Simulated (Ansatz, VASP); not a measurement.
**One calculation of Bi, two programs**

INCAR

```
SYSTEM = Bi
ALGO = Normal
EDIFF = 1E-7
ENCUT = 520
GGA = CA
ISIF = 2
ISMEAR = -1
LASPH = .TRUE.
LCHARG = .FALSE.
LREAL = .FALSE.
LWAVE = .FALSE.
NBANDS = 14
NELM = 60
PREC = Accurate
SIGMA = 0.1
```

Contents of KPOINTS:

```
k-points
0
G
  14 14 14
  0 0 0
```

POSCAR

```
Bi
1.0
    0.0000000000      2.2779684423      2.2779684423
    2.2779684423      0.0000000000      2.2779684423
    2.2779684423      2.2779684423      0.0000000000
Bi
1
Direct
    0.0000000000      0.0000000000      0.0000000000
```

Input for Ansatz:

```yaml
crystal:
  lattice:
    - [0.0, 2.2779684423, 2.2779684423]
    - [2.2779684423, 0.0, 2.2779684423]
    - [2.2779684423, 2.2779684423, 0.0]
  atoms:
    - { symbol: Bi, position: [0.0, 0.0, 0.0] }
kpoints:
  mp_grid: { grid: [14, 14, 14] }
scf:
  occupations: { method: fermi_dirac, width: 0.1 }
hamiltonian:
  xc: lda
  pseudopotentials: { kind: all_electron, lapw: { basis_error: 0.001 } }
output:
  forces: true
  stress: true
  eigenvalues: true
  populations: true
```

Change from the starting cell: volume scaled by 0.8, LAPW.

Alike in both runs: task single point; functional LDA; k mesh 14 × 14 × 14; occupations fermi-dirac, width 0.1 eV; no spin polarisation.

|  | VASP | Ansatz |
| --- | --- | --- |
| version | VASP 6.6.1 | Ansatz 0.2.0 |
| potentials or method | VASP PAW LDA potentials, release 64 (Bi_d), cutoff 520 eV | all-electron LAPW, scalar-relativistic |

Ansatz gave:

* pressure (GPa): 23.1

Problem. Which values does VASP return?

Solution. Pressure (GPa): 23.3.

LDA's correlation is that of Perdew and Zunger in VASP and of Perdew and Wang (1992) in Ansatz. Ansatz ran all-electron here, and VASP with PAW potentials.

Spin-orbit coupling is off throughout.
